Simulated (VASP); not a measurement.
Wanted: the native input for a VASP 6.6.1 run.

| Quantity | Value |
| --- | --- |
| Task | relaxation of cell and atoms |
| Functional | PBE |
| Potentials or basis | VASP PAW PBE potentials, release 64 (Hf_pv, B) |
| Cutoff | 500 eV |
| k mesh | 11 × 11 × 9 |
| Occupations | fermi-dirac, width 0.15 eV |
| Spin | no spin polarisation |
| Target pressure | 10 GPa |
| Dipole correction | no |
| Further INCAR settings | ALGO = Normal; EDIFF = 1e-07; IBRION = 2; EDIFFG = -0.05; NSW = 80; ISIF = 3 |

The structure of HfB2 lies in POSCAR:

```
HfB2
1.0
    3.1400000000      0.0000000000      0.0000000000
   -1.5700000000      2.7193200000      0.0000000000
    0.0000000000      0.0000000000      3.4800000000
Hf B
1 2
Direct
    0.0000000000      0.0000000000      0.0000000000
    0.3333333333      0.6666666667      0.5000000000
    0.6666666667      0.3333333333      0.5000000000
```

These files were run (other wordings do the same):

INCAR

```
PREC = Accurate
ENCUT = 500
EDIFF = 1E-7
ISMEAR = -1
SIGMA = 0.15
LREAL = False
LASPH = True
NELM = 120
ALGO = Normal
ISIF = 3
LWAVE = False
LCHARG = False
GGA = PE
IBRION = 2
NSW = 80
EDIFFG = -0.05
PSTRESS = 100.0
GGA_COMPAT = False
NELMIN = 4
```

KPOINTS

```
regular mesh
0
Gamma
  11 11 9
```

Potentials or basis: VASP PAW PBE potentials, release 64 (Hf_pv, B).

Run with:

```sh
$ cat potpaw_PBE.64/Hf_pv/POTCAR potpaw_PBE.64/B/POTCAR > POTCAR
$ mpirun -np 1 vasp_std > vasp.out
```

Results of the run:

The relaxed volume is 9.59 Å³/atom, the relaxed cell is a = 3.106 Å, b = 3.106 Å, c = 3.444 Å, α = 90.00°, β = 90.00°, γ = 120.00° and the space group after relaxing (to 0.1 Å) is P6/mmm (No. 191). The energy change on relaxing (the run minimises the enthalpy) is +10.5 meV/atom, the ionic steps are 3 and the pressure after relaxing is 9.9 GPa. The band gap on the k mesh is zero (bands 8 and 9 overlap by 1.35 eV).

Caveat: the cell is relaxed towards a set pressure, so the run minimises the enthalpy, not the energy; spin-orbit coupling is left out, which moves the levels of the heavy elements.

Run time: 25 s on 1 thread of Intel(R) Xeon(R) 6975P-C (Granite Rapids), with other jobs on the host, peak memory 0.17 GiB.
